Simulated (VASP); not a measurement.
## TaN: single point with PBE

Crystal: TaN.

```
Ta N
1.0
     2.90600    0.00000    0.00000
    -1.45300    2.51667    0.00000
     0.00000    0.00000    2.89777
Ta N
1 1
Direct
  0.33333 0.66667 0.50000
  0.00000 0.00000 0.00000
```

```json
{"Program": "VASP 6.6.1", "Task": "single point", "Functional": "PBE", "Potentials or basis": "VASP PAW PBE potentials, release 64 (Ta_pv, N)", "Cutoff": "520 eV", "k mesh": "18 × 18 × 16", "Occupations": "gaussian, width 0.15 eV", "Spin": "no spin polarisation", "Dipole correction": "no", "Further INCAR settings": "ALGO = Normal; EDIFF = 1e-06; NBANDS = 15"}
```

```json
{
  "Pressure": "11.3 GPa",
  "Band gap on the k mesh": "zero (bands 8 and 9 overlap by 0.47 eV)"
}
```

Stress tensor (GPa, compression positive):
```
14.16  0.00  0.00
 0.00 14.16  0.00
 0.00  0.00  5.59
```

Levels at points of the mesh, in eV from the Fermi level:
```
           k point  band 4  band 5  band 6  band 7  band 8  band 9  band 10  band 11  band 12  band 13
(0.00, 0.00, 0.00)  -17.86   -4.48   -4.48   -4.30   -3.01    2.51     3.60     3.60     4.10     4.10
(0.50, 0.00, 0.00)  -15.47   -8.33   -5.38   -3.53   -3.10    3.04     4.29     5.26     5.57     7.55
(0.00, 0.00, 0.50)  -15.17   -9.44   -3.65   -3.65   -0.08   -0.08     2.25     3.53     3.53     8.46
(0.50, 0.00, 0.50)  -15.85   -7.38   -6.24   -5.63   -0.36    4.31     5.61     6.09     7.30    10.41
```

Wall time 29 s on 1 thread of Intel(R) Xeon(R) 6975P-C (Granite Rapids), on a shared host, peak memory 0.23 GiB.

Caveat: the stress differs along the axes, from 6 to 14 GPa; spin-orbit coupling is left out, which moves the levels of the heavy elements.
